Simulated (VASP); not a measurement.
Input of a VASP 6.6.1 run:

Contents of INCAR:

```
SYSTEM = Au
PREC = Accurate
ENCUT = 400
EDIFF = 1E-6
ISMEAR = 1
SIGMA = 0.1
LREAL = .False.
LASPH = .True.
NELM = 120
ALGO = Normal
ISIF = 2
LWAVE = .False.
LCHARG = .True.
LDIPOL = .True.
IDIPOL = 3
DIPOL = 0.5 0.5 0.329
GGA = CA
LELF = .True.
LVHAR = .True.
LVACPOTAV = .True.
NBANDS = 24
GGA_COMPAT = .False.
NELMDL = -8
```

The input KPOINTS:

```
Automatic mesh
0
Gamma
  15 15 1
  0 0 0
```

File POSCAR:

```
Au
1.0
    2.8738533688      0.0000000000      0.0000000000
   -1.4369266844      2.4888300242      0.0000000000
    0.0000000000      0.0000000000     28.3745905550
Au
3
Direct
    0.0000000000      0.0000000000      0.2466995951
    0.6666666667      0.3333333333      0.3287503093
    0.3333333333      0.6666666667      0.4106501613
```

Potentials or basis: VASP PAW LDA potentials, release 64 (Au).

Command:

```console
$ cat potpaw_LDA.64/Au/POTCAR > POTCAR
$ mpirun -np 1 vasp_std > vasp.out
```

Task: Estimate the largest force.

Result: 0.019 eV/Å.

Task: What does it give for the band gap on the k mesh?

Result: Zero (an odd number of electrons rules out a gap without spin polarisation).

Forces in eV/Å, atoms in the order of the input:
```
Au   0.000  0.000  0.019
Au   0.000  0.000 -0.019
Au   0.000  0.000  0.001
```

Caveat: spin-orbit coupling is left out, which moves the levels of the heavy elements.
